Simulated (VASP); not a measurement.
# BaRhO3 (Pm-3m) in VASP: single point with LDA

Aim: the single point of BaRhO3 with LDA.

Program: VASP 6.6.1. These are calculated values, not measurements. Logs are shortened: lines on timing, memory, paths and dates and some standing lists are left out, and cuts for length are marked.

**1. The cell of the first run**

The structure is cubic, space group Pm-3m (No. 221). The conventional cell has a = 4.025 Å, b = 4.025 Å, c = 4.025 Å, α = 90.00°, β = 90.00°, γ = 90.00°. Ba (site symmetry m-3m) has 12 O at 2.85 Å and 8 Rh at 3.49 Å within 3.7 Å. Rh (site symmetry m-3m) has 6 O at 2.01 Å within 2.7 Å. O (site symmetry 4/mmm) has 2 Rh at 2.01 Å within 2.7 Å.

**2. Single point, LDA**

Input file INCAR:

```
SYSTEM = BaRhO3
PREC = Accurate
ENCUT = 700
EDIFF = 1E-6
ISMEAR = 0
SIGMA = 0.1
LREAL = .FALSE.
LASPH = .TRUE.
NELM = 120
ALGO = Normal
ISIF = 2
LWAVE = .FALSE.
LCHARG = .FALSE.
NBANDS = 30
GGA_COMPAT = .FALSE.
```

Input file KPOINTS:

```
regular mesh
0
G
  6 6 6
  0 0 0
```

Input file POSCAR:

```
BaRhO3
1.0
    4.0250440484      0.0000000000      0.0000000000
    0.0000000000      4.0250440484      0.0000000000
    0.0000000000      0.0000000000      4.0250440484
Ba Rh O
1 1 3
Direct
    0.0000000000      0.0000000000      0.0000000000
    0.5000000000      0.5000000000      0.5000000000
    0.5000000000      0.0000000000      0.5000000000
    0.0000000000      0.5000000000      0.5000000000
    0.5000000000      0.5000000000      0.0000000000
```

Potentials or basis: VASP PAW LDA potentials, release 64 (Ba_sv, Rh_sv_GW, O).

Launch:

```
> cat potpaw_LDA.64/Ba_sv/POTCAR potpaw_LDA.64/Rh_sv_GW/POTCAR potpaw_LDA.64/O/POTCAR > POTCAR
> mpirun -np 1 vasp_std > vasp.out
```

OUTCAR:

```text
SYSTEM = BaRhO3
   PREC = Accurate
   ENCUT = 700
   EDIFF = 1E-6
   ISMEAR = 0
   LREAL = .FALSE.
   LASPH = .TRUE.
   NELM = 120
   ISIF = 2

 ion  position               nearest neighbor table
   1  0.000  0.000  0.000-   3 2.85   4 2.85   5 2.85   3 2.85   4 2.85   4 2.85   5 2.85   4 2.85
                             3 2.85   5 2.85   3 2.85   5 2.85   2 3.49   2 3.49   2 3.49   2 3.49
   2  0.500  0.500  0.500-   3 2.01   4 2.01   5 2.01   5 2.01   3 2.01   4 2.01   1 3.49   1 3.49
                             1 3.49   1 3.49   1 3.49   1 3.49   1 3.49   1 3.49
   3  0.500  0.000  0.500-   2 2.01   2 2.01   1 2.85   1 2.85   1 2.85   1 2.85
   4  0.000  0.500  0.500-   2 2.01   2 2.01   1 2.85   1 2.85   1 2.85   1 2.85
   5  0.500  0.500  0.000-   2 2.01   2 2.01   1 2.85   1 2.85   1 2.85   1 2.85

  LATTYP: Found a simple cubic cell.
 ALAT       =     4.0250440484

  Lattice vectors:

 A1 = (   4.0250440484,   0.0000000000,   0.0000000000)
 A2 = (   0.0000000000,   4.0250440484,   0.0000000000)
 A3 = (   0.0000000000,   0.0000000000,   4.0250440484)

Analysis of symmetry for initial positions (statically):
=====================================================================
 Subroutine PRICEL returns:
 Original cell was already a primitive cell.

 Routine SETGRP: Setting up the symmetry group for a
 simple cubic supercell.

 Subroutine GETGRP returns: Found 48 space group operations
 (whereof 48 operations were pure point group operations)
 out of a pool of 48 trial point group operations.

The static configuration has the point symmetry O_h .

Analysis of symmetry for dynamics (positions and initial velocities):
=====================================================================
 Subroutine PRICEL returns:
 Original cell was already a primitive cell.

 Routine SETGRP: Setting up the symmetry group for a
 simple cubic supercell.

 Subroutine GETGRP returns: Found 48 space group operations
 (whereof 48 operations were pure point group operations)
 out of a pool of 48 trial point group operations.

The dynamic configuration has the point symmetry O_h .

 Subroutine INISYM returns: Found 48 space group operations
 (whereof 48 operations are pure point group operations),
 and found     1 'primitive' translations

----------------------------------------------------------------------------------------

                                     Primitive cell

  volume of cell :      65.2097

  direct lattice vectors                    reciprocal lattice vectors
     4.025044048  0.000000000  0.000000000     0.248444486  0.000000000  0.000000000
     0.000000000  4.025044048  0.000000000     0.000000000  0.248444486  0.000000000
     0.000000000  0.000000000  4.025044048     0.000000000  0.000000000  0.248444486

  length of vectors
     4.025044048  4.025044048  4.025044048     0.248444486  0.248444486  0.248444486

  position of ions in fractional coordinates (direct lattice)
     0.000000000  0.000000000  0.000000000
     0.500000000  0.500000000  0.500000000
     0.500000000  0.000000000  0.500000000
     0.000000000  0.500000000  0.500000000
     0.500000000  0.500000000  0.000000000

  ion indices of the primitive-cell ions
   primitive index   ion index
                 1           1
                 2           2
                 3           3
                 4           4
                 5           5

----------------------------------------------------------------------------------------

 KPOINTS: regular mesh

Automatic generation of k-mesh.
 Grid dimensions read from file:
 generate k-points for:    6    6    6

 Generating k-lattice:

  Cartesian coordinates                     Fractional coordinates (reciprocal lattice)
     0.041407414  0.000000000  0.000000000     0.166666667  0.000000000  0.000000000
     0.000000000  0.041407414  0.000000000     0.000000000  0.166666667  0.000000000
     0.000000000  0.000000000  0.041407414     0.000000000  0.000000000  0.166666667

  Length of vectors
     0.041407414  0.041407414  0.041407414

  Shift w.r.t. Gamma in fractional coordinates (k-lattice)
     0.000000000  0.000000000  0.000000000

 Subroutine IBZKPT returns following result:
 ===========================================

 Found     20 irreducible k-points:

 Following reciprocal coordinates:
            Coordinates               Weight
  0.000000  0.000000  0.000000      1.000000
  0.166667  0.000000  0.000000      6.000000
  0.333333  0.000000  0.000000      6.000000
  0.500000  0.000000  0.000000      3.000000
  0.166667  0.166667  0.000000     12.000000
  0.333333  0.166667  0.000000     24.000000
[... 12 lines left out ...]
  0.500000  0.500000  0.333333      6.000000
  0.500000  0.500000  0.500000      1.000000
   k-points           NKPTS =     20   k-points in BZ     NKDIM =     20   number of bands    NBANDS=     30
   number of dos      NEDOS =    301   number of ions     NIONS =      5
   total plane-waves  NPLWV =  46656
   dimension x,y,z NGX =    36 NGY =   36 NGZ =   36
   dimension x,y,z NGXF=    72 NGYF=   72 NGZF=   72
   ions per type =               1   1   3
   NGX,Y,Z   is equivalent  to a cutoff of  14.87, 14.87, 14.87 a.u.
   NGXF,Y,Z  is equivalent  to a cutoff of  29.74, 29.74, 29.74 a.u.
 SYSTEM =  BaRhO3
   PREC   = accura    normal or accurate (medium, high low for compatibility)
   ISTART =      0    job   : 0-new  1-cont  2-samecut
   ICHARG =      2    charge: 1-file 2-atom 10-const
   ISPIN  =      1    spin polarized calculation?
   LNONCOLLINEAR =      F non collinear calculations
   LSORBIT =      F    spin-orbit coupling
   LASPH  =      T    aspherical Exc in radial PAW
   ENCUT  =  700.0 eV  51.45 Ry    7.17 a.u.   8.68  8.68  8.68*2*pi/ulx,y,z
   NELM   =    120;   NELMIN=  2; NELMDL= -5     # of ELM steps
   EDIFF  = 0.1E-05   stopping-criterion for ELM
   LREAL  =      F    real-space projection
   EDIFFG = 0.1E-04   stopping-criterion for IOM
   NSW    =      0    number of steps for IOM
   IBRION =     -1    ionic relax: 0-MD 1-quasi-New 2-CG
   NFREE  =      0    steps in history (QN), initial steepest desc. (CG)
   ISIF   =      2    stress and relaxation
   ISYM   =      2    0-nonsym 1-usesym 2-fastsym
   POTIM  = 0.5000    time-step for ionic-motion
   TEBEG  =    0.0;   TEEND  =   0.0 temperature during run
   PSTRESS=    0.0 pullay stress
   NELECT =      45.0000    total number of electrons
   NUPDOWN=      -1.0000    fix difference up-down
   EMIN   =  10.00;   EMAX   =-10.00  energy-range for DOS
   EFERMI =   0.00;   METHOD = LEGACY
   ISMEAR =     0;   SIGMA  =   0.10  broadening in eV -4-tet -1-fermi 0-gaus
   EFERMI_NEDOS =   21; number of points for ismear=-14 and -15
   IALGO  =     38    algorithm
   IMIX   =      4    mixing-type and parameters
     AMIX     =   0.40;   BMIX     =  1.00
     AMIX_MAG =   1.60;   BMIX_MAG =  1.00
  volume/ion in A,a.u.               =      13.04        88.01
  Fermi-wavevector in a.u.,A,eV,Ry     =   1.446689  2.733845 28.475737  2.092908
  Thomas-Fermi vector in A             =   2.564729
   LORBIT       =      0    0 simple, 1 ext, 2 COOP (PROOUT), +10 PAW based schemes
   GGA     = CA    functional components
   LHFCALC =     F    Hartree Fock is set to
   AEXX    =    0.0000 exact exchange contribution
   IVDW    =     0    specifies the selected vdW correction
   LEPSILON=     F    determine dielectric tensor
   LRPA    =     F    only Hartree local field effects (RPA)
 non-spin polarized calculation
 Gauss-broadening in eV      SIGMA  =   0.10
  energy-cutoff  :      700.00
  volume of cell :       65.21
 maximum number of plane-waves:      2800
 NGX is ok and might be reduce to    36
   NGX = 17   NGY = 17   NGZ = 17

 number of electron      45.0000002 magnetization

 Free energy of the ion-electron system (eV)
  ---------------------------------------------------
  ext. energy  EPLUGINS =         0.00000000
  ---------------------------------------------------
  free energy    TOTEN  =       -35.47653777 eV

  energy without entropy =      -35.43708963  energy(sigma->0) =      -35.45681370

 E-fermi :   4.4521     XC(G=0): -11.9672

 val. band max:        4.4383540129   @ k =   0.5000   0.3333   0.1667
 cond. band min:       4.4802843695   @ k =   0.5000   0.1667   0.0000
 fundamental gap:      0.0419303566
 Fermi energy:         4.4521319235

 k-point     1 :       0.0000    0.0000    0.0000
  band No.  band energies     occupation
      1     -74.8211      2.00000
      2     -42.9142      2.00000
      3     -42.9142      2.00000
      4     -42.9142      2.00000
      5     -21.2014      2.00000
      6     -13.5928      2.00000
[... 22 lines left out ...]
     29      11.8369      0.00000
     30      11.8369      0.00000

 k-point     2 :       0.1667    0.0000    0.0000
  band No.  band energies     occupation
      1     -74.8210      2.00000
      2     -42.9161      2.00000
      3     -42.9141      2.00000
      4     -42.9141      2.00000
      5     -21.1735      2.00000
      6     -13.6058      2.00000
[... 22 lines left out ...]
     29      11.7749      0.00000
     30      12.1312      0.00000

 k-point     3 :       0.3333    0.0000    0.0000
  band No.  band energies     occupation
      1     -74.8210      2.00000
      2     -42.9199      2.00000
      3     -42.9139      2.00000
      4     -42.9139      2.00000
      5     -21.1163      2.00000
      6     -13.7120      2.00000
[... 22 lines left out ...]
     29      12.5416      0.00000
     30      12.6692      0.00000

 k-point     4 :       0.5000    0.0000    0.0000
  band No.  band energies     occupation
      1     -74.8210      2.00000
      2     -42.9218      2.00000
      3     -42.9138      2.00000
      4     -42.9138      2.00000
      5     -21.0871      2.00000
      6     -13.7873      2.00000
[... 484 lines left out ...]
     29      12.4758      0.00000
     30      13.4000      0.00000

 k-point    19 :       0.5000    0.5000    0.3333
  band No.  band energies     occupation
      1     -74.8208      2.00000
      2     -42.9211      2.00000
      3     -42.9211      2.00000
      4     -42.9191      2.00000
      5     -20.9587      2.00000
      6     -12.8011      2.00000
[... 22 lines left out ...]
     29      12.8514      0.00000
     30      13.8582      0.00000

 k-point    20 :       0.5000    0.5000    0.5000
  band No.  band energies     occupation
      1     -74.8208      2.00000
      2     -42.9209      2.00000
      3     -42.9209      2.00000
      4     -42.9209      2.00000
      5     -20.9423      2.00000
      6     -12.6424      2.00000
[... 22 lines left out ...]
     29      13.7112      0.00000
     30      13.7112      0.00000

------------------------ aborting loop because EDIFF is reached ----------------------------------------

  FORCE on cell =-STRESS in cart. coord.  units (eV):
  Direction    XX          YY          ZZ          XY          YZ          ZX
  --------------------------------------------------------------------------------------
  -------------------------------------------------------------------------------------
  Total       -3.2009347     -3.2009347     -3.2009347     -0.0000000     -0.0000000      0.0000000
  in kB      -78.6457911    -78.6457911    -78.6457911     -0.0000000     -0.0000000      0.0000000
  external PRESSURE =     -78.6457911 kB  Pullay stress =       0.0000000 kB

 VOLUME and BASIS-vectors are now :
 -----------------------------------------------------------------------------
  energy-cutoff  :      700.00
  volume of cell :       65.21
      direct lattice vectors                 reciprocal lattice vectors
     4.025044048  0.000000000  0.000000000     0.248444486  0.000000000  0.000000000
     0.000000000  4.025044048  0.000000000     0.000000000  0.248444486  0.000000000
     0.000000000  0.000000000  4.025044048     0.000000000  0.000000000  0.248444486

 POSITION                                       TOTAL-FORCE (eV/Angst)
 -----------------------------------------------------------------------------------
      0.00000      0.00000      0.00000         0.000000      0.000000      0.000000
      2.01252      2.01252      2.01252         0.000000      0.000000      0.000000
      2.01252      0.00000      2.01252         0.000000      0.000000      0.000000
      0.00000      2.01252      2.01252         0.000000      0.000000      0.000000
      2.01252      2.01252      0.00000         0.000000      0.000000      0.000000
 -----------------------------------------------------------------------------------
    total drift:                                0.000000      0.000000      0.000000

  FREE ENERGIE OF THE ION-ELECTRON SYSTEM (eV)
  ---------------------------------------------------
  free  energy   TOTEN  =       -35.4765377704 eV

  energy  without entropy=      -35.4370896261  energy(sigma->0) =      -35.45681370
```

Run time: 51 s. Hardware: 1 thread of Intel Xeon Platinum 8259CL at 2.50GHz (Skylake/Cascade Lake), shared host; peak memory 0.23 GiB.

Results:

| Property | Result |
| --- | --- |
| Free energy | -35.4765 eV |
| Pressure | -7.9 GPa |
| Band gap on the k mesh | zero (an odd number of electrons rules out a gap without spin polarisation) |

Levels at points of the mesh, in eV from the Fermi level:
| k point | band 21 | band 22 | band 23 | band 24 | band 25 | band 26 |
| --- | --- | --- | --- | --- | --- | --- |
| (0.00, 0.00, 0.00) | -1.53 | -1.53 | -1.53 | -0.81 | -0.81 | 3.95 |
| (0.50, 0.00, 0.00) | -2.19 | -0.80 | 0.03 | 0.03 | 2.20 | 5.92 |
| (0.50, 0.50, 0.00) | -0.14 | -0.14 | 0.07 | 0.57 | 4.66 | 6.64 |
| (0.50, 0.50, 0.50) | 0.61 | 0.61 | 0.61 | 4.66 | 4.66 | 5.51 |

Caveat: the cell stands under tension; spin-orbit coupling is left out, which moves the levels of the heavy elements; an odd number of electrons without spin polarisation forces a metal; a magnetic or distorted state may lie lower.

The gap in the log of VASP goes by the Fermi energy; the results here count the filled bands.